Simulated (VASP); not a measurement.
# ZnCu (R-3m) in VASP: a series of runs, part 2 of 2

VASP 6.6.1. The steps go on from the part before.

## (3) Single point, PBE (14.39 Å³/atom)

INCAR reads:

```
ALGO = Fast
EDIFF = 1E-6
ENCUT = 520
GGA = PE
ISIF = 2
ISMEAR = 0
LASPH = T
LCHARG = F
LREAL = F
LWAVE = F
NBANDS = 18
NELM = 60
PREC = Accurate
SIGMA = 0.15
```

KPOINTS reads:

```
k-points
0
Gamma
  16 16 16
```

POSCAR reads:

```
ZnCu
1.0
    3.3018578666      0.9496046311      0.9496046311
    0.9496046311      3.3018578666      0.9496046311
    0.9496046311      0.9496046311      3.3018578666
Zn Cu
1 1
Direct
    0.5000000000      0.5000000000      0.5000000000
    0.0000000000      0.0000000000      0.0000000000
```

Potentials or basis: VASP PAW PBE potentials, release 64 (Zn, Cu).

Command:

```
$ cat potpaw_PBE.64/Zn/POTCAR potpaw_PBE.64/Cu/POTCAR > POTCAR
$ mpirun -np 1 vasp_std > vasp.out
```

OUTCAR:

```text
EDIFF = 1E-6
   ENCUT = 520
   GGA = PE
   ISIF = 2
   ISMEAR = 0
   LASPH = T
   LREAL = F
   NELM = 60
   PREC = Accurate

 ion  position               nearest neighbor table
   1  0.500  0.500  0.500-   2 2.44   2 2.44   2 2.44   2 2.44   2 2.44   2 2.44
   2  0.000  0.000  0.000-   1 2.44   1 2.44   1 2.44   1 2.44   1 2.44   1 2.44

  LATTYP: Found a trigonal (rhomboedric) cell.
 ALAT       =     3.5645144525
 COS(alpha) =     0.5645208272

  Lattice vectors:

 A1 = (   3.3018578666,   0.9496046311,   0.9496046311)
 A2 = (   0.9496046311,   3.3018578666,   0.9496046311)
 A3 = (   0.9496046311,   0.9496046311,   3.3018578666)

Analysis of symmetry for initial positions (statically):
=====================================================================
 Subroutine PRICEL returns:
 Original cell was already a primitive cell.

 Routine SETGRP: Setting up the symmetry group for a
 trigonal (rhombohedral) supercell.

 Subroutine GETGRP returns: Found 12 space group operations
 (whereof 12 operations were pure point group operations)
 out of a pool of 12 trial point group operations.

The static configuration has the point symmetry D_3d.

Analysis of symmetry for dynamics (positions and initial velocities):
=====================================================================
 Subroutine PRICEL returns:
 Original cell was already a primitive cell.

 Routine SETGRP: Setting up the symmetry group for a
 trigonal (rhombohedral) supercell.

 Subroutine GETGRP returns: Found 12 space group operations
 (whereof 12 operations were pure point group operations)
 out of a pool of 12 trial point group operations.

The dynamic configuration has the point symmetry D_3d.

 Subroutine INISYM returns: Found 12 space group operations
 (whereof 12 operations are pure point group operations),
 and found     1 'primitive' translations

----------------------------------------------------------------------------------------

[... 110 lines left out ...]
   IMIX   =      4    mixing-type and parameters
     AMIX     =   0.40;   BMIX     =  1.00
     AMIX_MAG =   1.60;   BMIX_MAG =  1.00
  volume/ion in A,a.u.               =      14.39        97.10
  Fermi-wavevector in a.u.,A,eV,Ry     =   1.519255  2.870975 31.404079  2.308135
  Thomas-Fermi vector in A             =   2.628265
   LORBIT       =      0    0 simple, 1 ext, 2 COOP (PROOUT), +10 PAW based schemes
   GGA     = PE    functional components
   LHFCALC =     F    Hartree Fock is set to
   AEXX    =    0.0000 exact exchange contribution
   IVDW    =     0    specifies the selected vdW correction
   LEPSILON=     F    determine dielectric tensor
   LRPA    =     F    only Hartree local field effects (RPA)
 non-spin polarized calculation
 RMM-DIIS sequential band-by-band and
 Gauss-broadening in eV      SIGMA  =   0.15
  energy-cutoff  :      520.00
  volume of cell :       28.78
 maximum number of plane-waves:       791
   NGX = 13   NGY = 13   NGZ = 13

 number of electron      23.0000000 magnetization

 Free energy of the ion-electron system (eV)
  ---------------------------------------------------
  ext. energy  EPLUGINS =         0.00000000
  ---------------------------------------------------
  free energy    TOTEN  =        -4.24852037 eV

  energy without entropy =       -4.24061593  energy(sigma->0) =       -4.24456815

 E-fermi :   4.5631     XC(G=0): -11.6679

 val. band max:        4.5586100023   @ k =   0.5000   0.3750   0.1875
 cond. band min:       4.5666234672   @ k =  -0.2500   0.2500   0.1250
 fundamental gap:      0.0080134649
 Fermi energy:         4.5631403526

 k-point     1 :       0.0000    0.0000    0.0000
  band No.  band energies     occupation
      1      -4.9902      2.00000
      2      -3.0909      2.00000
      3      -3.0909      2.00000
      4      -3.0500      2.00000
      5      -2.9220      2.00000
      6      -2.9220      2.00000
[... 481 lines left out ...]
      5      -2.9323      2.00000
      6      -2.8953      2.00000
[... 10 lines left out ...]
     17      18.3336      0.00000
     18      18.6716      0.00000

 [... further k-points ...]

------------------------ aborting loop because EDIFF is reached ----------------------------------------

  FORCE on cell =-STRESS in cart. coord.  units (eV):
  Direction    XX          YY          ZZ          XY          YZ          ZX
  --------------------------------------------------------------------------------------
  -------------------------------------------------------------------------------------
  Total        0.9844005      0.9844005      0.9844005      0.2841393      0.2841393      0.2841393
  in kB       54.8052017     54.8052017     54.8052017     15.8190799     15.8190799     15.8190799
  external PRESSURE =      54.8052017 kB  Pullay stress =       0.0000000 kB

 VOLUME and BASIS-vectors are now :
 -----------------------------------------------------------------------------
  energy-cutoff  :      520.00
  volume of cell :       28.78
      direct lattice vectors                 reciprocal lattice vectors
     3.301857867  0.949604631  0.949604631     0.347505609 -0.077618687 -0.077618687
     0.949604631  3.301857867  0.949604631    -0.077618687  0.347505609 -0.077618687
     0.949604631  0.949604631  3.301857867    -0.077618687 -0.077618687  0.347505609

 POSITION                                       TOTAL-FORCE (eV/Angst)
 -----------------------------------------------------------------------------------
      2.60053      2.60053      2.60053         0.000000     -0.000000      0.000000
      0.00000      0.00000      0.00000        -0.000000      0.000000     -0.000000
 -----------------------------------------------------------------------------------
    total drift:                                0.000000      0.000000      0.000000

  FREE ENERGIE OF THE ION-ELECTRON SYSTEM (eV)
  ---------------------------------------------------
  free  energy   TOTEN  =        -4.2485203689 eV

  energy  without entropy=       -4.2406159265  energy(sigma->0) =       -4.24456815
```

OSZICAR:

```text
N       E                     dE             d eps       ncg     rms          rms(c)
DAV:   1     0.118639459225E+03    0.11864E+03   -0.11333E+04 15956   0.204E+03
DAV:   2    -0.169548661787E+00   -0.11881E+03   -0.11408E+03 15054   0.299E+02
DAV:   3    -0.519797949172E+01   -0.50284E+01   -0.49980E+01 16980   0.762E+01
DAV:   4    -0.524289903539E+01   -0.44920E-01   -0.44903E-01 17380   0.677E+00
DAV:   5    -0.524353475712E+01   -0.63572E-03   -0.63570E-03 17294   0.823E-01    0.889E+00
RMM:   6    -0.522296735193E+01    0.20567E-01   -0.86243E+00 17288   0.451E+01    0.665E+00
RMM:   7    -0.425481240475E+01    0.96815E+00   -0.22647E+00 16941   0.228E+01    0.198E+00
RMM:   8    -0.425272047466E+01    0.20919E-02   -0.30113E-02 17770   0.270E+00    0.986E-01
RMM:   9    -0.424928352644E+01    0.34369E-02   -0.10457E-02 17751   0.158E+00    0.261E-01
RMM:  10    -0.424847009673E+01    0.81343E-03   -0.57386E-03 18223   0.101E+00    0.859E-02
RMM:  11    -0.424849239196E+01   -0.22295E-04   -0.97928E-04 19482   0.379E-01    0.245E-02
RMM:  12    -0.424852621973E+01   -0.33828E-04   -0.27093E-04 18879   0.187E-01    0.377E-02
RMM:  13    -0.424853159098E+01   -0.53712E-05   -0.21061E-04 18438   0.214E-01    0.339E-02
RMM:  14    -0.424851800798E+01    0.13583E-04   -0.55521E-05 17057   0.841E-02    0.164E-03
RMM:  15    -0.424852002923E+01   -0.20213E-05   -0.18999E-05 16780   0.360E-02    0.228E-03
RMM:  16    -0.424852036894E+01   -0.33971E-06   -0.16304E-06 13733   0.122E-02
   1 F= -.42485204E+01 E0= -.42445681E+01  d E =-.790444E-02
```

It took 3.9 min on 1 thread of Oxide Virtual Turin-like, shared host; peak memory 0.3 GiB.

What came out:

* Free energy: -4.2485 eV
* Pressure: 5.5 GPa
* Band gap on the k mesh: zero (an odd number of electrons rules out a gap without spin polarisation)

Caveat: the cell stands under pressure.

## (4) Single point, PBE (14.39 Å³/atom)

INCAR reads:

```
PREC = Accurate
ENCUT = 520
EDIFF = 1E-7
ISMEAR = 0
SIGMA = 0.15
LREAL = False
LASPH = True
NELM = 60
ALGO = Fast
ISIF = 2
LWAVE = False
LCHARG = False
GGA = PE
NBANDS = 18
```

KPOINTS reads:

```
regular mesh
0
Gamma
  16 16 16
```

POSCAR reads:

```
ZnCu
1.0
    3.2633502138     -0.7288410521     -0.7288410521
   -0.7288410521      3.2633502138     -0.7288410521
   -0.7288410521     -0.7288410521      3.2633502138
Zn Cu
1 1
Direct
    0.5000000000      0.5000000000      0.5000000000
    0.0000000000      0.0000000000      0.0000000000
```

Command:

```
$ cat potpaw_PBE.64/Zn/POTCAR potpaw_PBE.64/Cu/POTCAR > POTCAR
$ mpirun -np 1 vasp_std > vasp.out
```

It took 4.8 min on 1 thread of Oxide Virtual Turin-like, shared host; peak memory 0.31 GiB.

The run converged. Its results:

```
Free energy            : 10.4083 eV
Pressure               : 164.5 GPa
Band gap on the k mesh : zero (an odd number of electrons rules out a gap without spin polarisation)
```

Stress tensor (GPa, compression positive):
```
164.51 168.78 168.78
168.78 164.51 168.78
168.78 168.78 164.51
```

Levels at points of the mesh, in eV from the Fermi level:
```csv
k point,band 9,band 10,band 11,band 12,band 13,band 14
"(0.00, 0.00, 0.00)",-3.16,-2.72,-2.72,6.92,6.92,9.16
"(0.50, 0.00, 0.00)",-4.04,-3.88,-3.72,-2.51,6.60,6.85
"(0.50, 0.50, 0.00)",-3.53,-2.73,-2.69,-2.57,3.76,6.64
"(0.50, 0.50, 0.50)",-3.86,-3.86,-0.48,0.82,3.33,3.33
```

Caveat: atoms lie so close that the PAW spheres overlap strongly, which falsifies energies and pressures; the cell stands under pressure.

## (5) Single point, PBE (14.39 Å³/atom)

INCAR reads:

```
PREC     = Accurate       # precision mode
ENCUT    = 520            # plane-wave cutoff, eV
EDIFF    = 1E-6           # SCF threshold, eV
ISMEAR   = 0              # smearing method
SIGMA    = 0.15           # smearing width, eV
LREAL    = False          # projectors in reciprocal space
LASPH    = True           # aspherical terms in the spheres
NELM     = 100            # most SCF steps
ALGO     = Fast           # electronic algorithm
ISIF     = 2              # what is computed and relaxed
LWAVE    = False          # write WAVECAR
LCHARG   = False          # write CHGCAR
GGA      = PE             # functional
NBANDS   = 18             # bands
```

KPOINTS is that of step 4.

POSCAR reads:

```
ZnCu
1.0
    3.1206656403      0.4358371571      0.4358371571
    0.4358371571      3.1206656403      0.4358371571
    0.4358371571      0.4358371571      3.1206656403
Zn Cu
1 1
Direct
    0.5000000000      0.5000000000      0.5000000000
    0.0000000000      0.0000000000      0.0000000000
```

Command:

```
$ cat potpaw_PBE.64/Zn/POTCAR potpaw_PBE.64/Cu/POTCAR > POTCAR
$ mpirun -np 1 vasp_std > vasp.out
```

Wall time 3.3 min (1 thread of Oxide Virtual Turin-like, shared host); peak memory 0.29 GiB.

The run converged. Its results:

| Item | Value |
| --- | --- |
| Free energy | -4.4486 eV |
| Pressure | 1.5 GPa |
| Band gap on the k mesh | zero (an odd number of electrons rules out a gap without spin polarisation) |

Stress tensor (GPa, compression positive):
```
 1.50 -4.07 -4.07
-4.07  1.50 -4.07
-4.07 -4.07  1.50
```

Levels at points of the mesh, in eV from the Fermi level:
| k point | band 7 | band 8 | band 9 | band 10 | band 11 | band 12 | band 13 | band 14 | band 15 | band 16 |
| --- | --- | --- | --- | --- | --- | --- | --- | --- | --- | --- |
| (0.00, 0.00, 0.00) | -3.32 | -3.32 | -2.93 | -2.85 | -2.85 | 5.94 | 5.94 | 8.12 | 11.37 | 11.37 |
| (0.50, 0.00, 0.00) | -4.91 | -3.70 | -3.24 | -3.22 | -3.01 | -2.23 | 9.01 | 9.11 | 9.39 | 9.60 |
| (0.50, 0.50, 0.00) | -3.40 | -2.91 | -2.89 | -2.71 | -2.66 | -0.19 | 0.31 | 4.19 | 5.70 | 10.54 |
| (0.50, 0.50, 0.50) | -3.90 | -3.90 | -2.78 | -2.78 | -1.87 | -0.44 | 6.20 | 6.20 | 6.30 | 6.30 |

## (6) Single point, PBE (14.39 Å³/atom)

INCAR reads:

```
SYSTEM = ZnCu
PREC = Accurate
ENCUT = 520
EDIFF = 1E-7
ISMEAR = 0
SIGMA = 0.15
LREAL = .False.
LASPH = .True.
NELM = 80
ALGO = Fast
ISIF = 2
LWAVE = .False.
LCHARG = .False.
GGA = PE
NBANDS = 18
```

KPOINTS reads:

```
Automatic mesh
0
Gamma
  16 16 16
  0 0 0
```

POSCAR reads:

```
ZnCu
1.0
    3.0781644927      0.2097748927      0.2097748927
    0.2097748927      3.0781644927      0.2097748927
    0.2097748927      0.2097748927      3.0781644927
Zn Cu
1 1
Direct
    0.5000000000      0.5000000000      0.5000000000
    0.0000000000      0.0000000000      0.0000000000
```

Potentials or basis: VASP PAW PBE potentials, release 64 (Zn, Cu).

Command:

```
$ cat potpaw_PBE.64/Zn/POTCAR potpaw_PBE.64/Cu/POTCAR > POTCAR
$ mpirun -np 1 vasp_std > vasp.out
```

Wall time 3.1 min (1 thread of Oxide Virtual Turin-like, shared host); peak memory 0.29 GiB.

Results (log left out):

```
Free energy            : -4.7537 eV
Pressure               : -4.9 GPa
Band gap on the k mesh : zero (an odd number of electrons rules out a gap without spin polarisation)
```

Stress tensor (GPa, compression positive):
```
-4.89 -4.19 -4.19
-4.19 -4.89 -4.19
-4.19 -4.19 -4.89
```

Levels at points of the mesh, in eV from the Fermi level:
| k point | band 7 | band 8 | band 9 | band 10 | band 11 | band 12 | band 13 | band 14 | band 15 | band 16 |
| --- | --- | --- | --- | --- | --- | --- | --- | --- | --- | --- |
| (0.00, 0.00, 0.00) | -3.27 | -3.27 | -2.64 | -2.64 | -2.64 | 5.61 | 5.61 | 6.95 | 10.76 | 10.76 |
| (0.50, 0.00, 0.00) | -4.93 | -3.43 | -3.11 | -2.98 | -2.72 | -1.99 | 9.91 | 10.06 | 10.13 | 10.41 |
| (0.50, 0.50, 0.00) | -3.20 | -2.74 | -2.74 | -2.44 | -2.19 | -0.68 | 0.44 | 2.82 | 9.19 | 13.87 |
| (0.50, 0.50, 0.50) | -3.82 | -3.82 | -2.44 | -2.44 | 0.58 | 1.64 | 5.06 | 5.06 | 5.07 | 5.07 |

Caveat: the cell stands under tension.

## (7) The runs side by side

```csv
cell,further INCAR settings,gap on the mesh (eV),pressure (GPa)
"a = 3.162 Å, angles 102.9°, 2 atoms",ALGO = Fast; EDIFF = 1e-06; NBANDS = 18,none,25.0
"a = 3.565 Å, angles 55.6°, 2 atoms",ALGO = Fast; EDIFF = 1e-06; NBANDS = 18,none,5.5
"a = 3.422 Å, angles 111.1°, 2 atoms",ALGO = Fast; EDIFF = 1e-07; NBANDS = 18,none,164.5
"a = 3.181 Å, angles 73.3°, 2 atoms",ALGO = Fast; EDIFF = 1e-06; NBANDS = 18,none,1.5
"a = 3.092 Å, angles 82.0°, 2 atoms",ALGO = Fast; EDIFF = 1e-07; NBANDS = 18,none,-4.9
```

Alike in all rows: task single point; level PBE; potentials or basis VASP PAW PBE potentials, release 64 (Zn, Cu); no spin polarisation; k mesh 16 × 16 × 16; cutoff (eV) 520; smearing gaussian 0.15 eV.

Caveats: the cell stands under pressure (at least some runs); atoms lie so close that the PAW spheres overlap strongly, which falsifies energies and pressures (at least some runs); the cell stands under tension (at least some runs).

Total energies depend on the potentials used, so only differences within one code and one set of settings carry meaning.

The gap in the log of VASP goes by the Fermi energy; the results here count the filled bands.